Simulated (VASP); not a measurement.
The system is Ti.

```
Ti
1.0
    -2.57022    2.57022    1.40334
     2.57022   -2.57022    1.40334
     2.57022    2.57022   -1.40334
Ti
2
Cartesian
  0.0000 0.0000 0.0000
  0.0000 2.5702 0.7017
```

```yaml
Program: VASP 6.6.1
Task: relaxation of cell and atoms
Functional: PBEsol
Potentials_or_basis: VASP PAW PBE potentials, release 64 (Ti_sv)
Cutoff: 600 eV
k_mesh: 13 × 13 × 9
Occupations: fermi-dirac, width 0.1 eV
Spin: no spin polarisation
```

At the start: pressure -8.6 GPa; volume 18.54 Å³/atom.

Where does the relaxation end?

Over 9 steps the energy falls by 58.5 meV/atom and the volume is 16.64 Å³/atom (-10.3 %); space group I4_1/amd (No. 141, to 0.1 Å) before and after.

Step by step:
| step | energy change (eV) | largest force (eV/Å) | pressure (GPa) | volume (Å³) |
| --- | --- | --- | --- | --- |
| 1 | 0.0000 | 0.0004 | -8.62 | 37.08 |
| 2 | -0.0934 | 0.0005 | 4.59 | 31.98 |
| 3 | -0.1113 | 0.0006 | 0.22 | 33.32 |
| 4 | -0.1113 | 0.0006 | 0.03 | 33.39 |
| 5 | -0.1159 | 0.0002 | -0.07 | 33.36 |
| 6 | -0.1170 | 0.0008 | -0.11 | 33.33 |
| 7 | -0.1170 | 0.0008 | -0.12 | 33.33 |
| 8 | -0.1170 | 0.0007 | -0.11 | 33.33 |
| 9 | -0.1170 | 0.0003 | 0.02 | 33.27 |

Final structure:
```
Ti
1.0
    -2.45106    2.45093    1.38457
     2.45093   -2.45106    1.38456
     2.45138    2.45138   -1.38479
Ti
2
Direct
  0.00000 0.00000 0.00000
  0.75000 0.25000 0.50000
```

Caveat: the PAW data sets were made with another functional, which shifts forces and pressure a little.
